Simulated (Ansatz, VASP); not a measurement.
**Two plane-wave programs on MgO**

```
Mg O
1.0
     3.40790    0.00000    0.00000
    -1.70395    2.95133    0.00000
     0.00000    0.00000    4.23670
Mg O
2 2
Direct
  0.66667 0.33333 0.75000
  0.33333 0.66667 0.25000
  0.66667 0.33333 0.25000
  0.33333 0.66667 0.75000
```

Alike in both runs: task single point; functional PBE; k mesh 9 × 9 × 6; occupations gaussian, width 0.05 eV; no spin polarisation.

|  | VASP | Ansatz |
| --- | --- | --- |
| version | VASP 6.6.1 | Ansatz 0.2.0 |
| potentials or method | VASP PAW PBE potentials, release 64 (Mg, O), cutoff 520 eV | scalar-relativistic, plane waves, PAW |
| valence electrons in the cell | 16 | 32 |

Ansatz gave:

| Quantity | Value |
| --- | --- |
| gap on the k mesh at the Fermi level (eV) | 3.59 |
| least direct gap on the mesh (eV) | 3.59 |
| pressure (GPa) | 9.5 |
| traceless stress, the component that is largest in VASP (GPa) | -4.13 |

**Question.** Which values does VASP return?

**Answer.** gap on the k mesh at the Fermi level (eV): 3.57; least direct gap on the mesh (eV): 3.57; pressure (GPa): 9.0; traceless stress, the component that is largest in VASP (GPa): -4.31.

VASP's potentials hold 16 valence electrons a cell and Ansatz's 32, so a difference there can come from the potentials and not from the codes.
